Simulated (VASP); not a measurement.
LiCl: single point with HSE06

The system is LiCl.

```
Li Cl
1.0
     0.00000    2.73304    2.73304
     2.73304    0.00000    2.73304
     2.73304    2.73304    0.00000
Li Cl
1 1
Cartesian
  0.0000 0.0000 0.0000
  1.3665 1.3665 1.3665
```

* Program: VASP 6.6.1
* Task: single point
* Functional: HSE06
* Potentials or basis: VASP PAW PBE potentials, release 64 (Li_sv, Cl)
* Cutoff: 520 eV
* k mesh: 4 × 4 × 4
* Occupations: methfessel-paxton, width 0.5 eV
* Spin: no spin polarisation

```json
{
  "Band gap on the k mesh": "7.36 eV"
}
```

Levels at points of the mesh, in eV from the valence-band top:
```
           k point  band 1  band 2  band 3  band 4  band 5  band 6  band 7  band 8  band 9  band 10
(0.00, 0.00, 0.00)  -45.56  -13.96    0.00    0.00    0.00    7.36   11.70   11.70   11.70    16.21
(0.50, 0.00, 0.00)  -45.56  -13.63   -2.20   -0.34   -0.34    9.78   11.84   11.84   12.21    17.95
(0.50, 0.50, 0.00)  -45.56  -13.53   -1.81   -0.93   -0.93    7.92   11.06   15.19   15.65    15.65
```

Wall time 58 s on 1 thread of Intel(R) Xeon(R) 6975P-C (Granite Rapids) (shared host), peak memory 0.26 GiB.

Caveat: the k points lie up to 0.50 Å⁻¹ apart; so wide a smearing shifts energies and pressures; the structure was generated, so it needn't be the stable form of LiCl.
